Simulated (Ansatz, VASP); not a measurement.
La in VASP and in Ansatz

```
La
1.0
     3.75000    0.00000    0.00000
    -1.87500    3.24760    0.00000
     0.00000    0.00000    6.07000
La
2
Cartesian
  1.8924 1.0142 4.5116
  0.0118 2.1402 1.5273
```

Change from the starting cell: atoms moved at random, drawn with an rms of 0.05 Å.

Alike in both runs: task single point; functional PBE; k mesh 8 × 8 × 5; occupations fermi-dirac, width 0.05 eV; no spin polarisation.

|  | VASP | Ansatz |
| --- | --- | --- |
| version | VASP 6.6.1 | Ansatz 0.2.0 |
| potentials or method | VASP PAW PBE potentials, release 64 (La), cutoff 520 eV | all-electron LAPW, scalar-relativistic |

```csv
,VASP,Ansatz,Ansatz less VASP
gap on the k mesh at the Fermi level (eV),none,none,-
pressure (GPa),0.8,0.7,-0.04
"traceless stress, the component that is largest in VASP (GPa)",0.23,0.17,-0.059
rms of the force components (eV/Å),0.047,0.044,-0.0029
```

Atom by atom the forces differ by 0.004 eV/Å (rms over components). A gap of «none» marks a metal or a gap that the smearing closes. Ansatz ran all-electron here, and VASP with PAW potentials.

Neither program's run includes spin-orbit coupling.
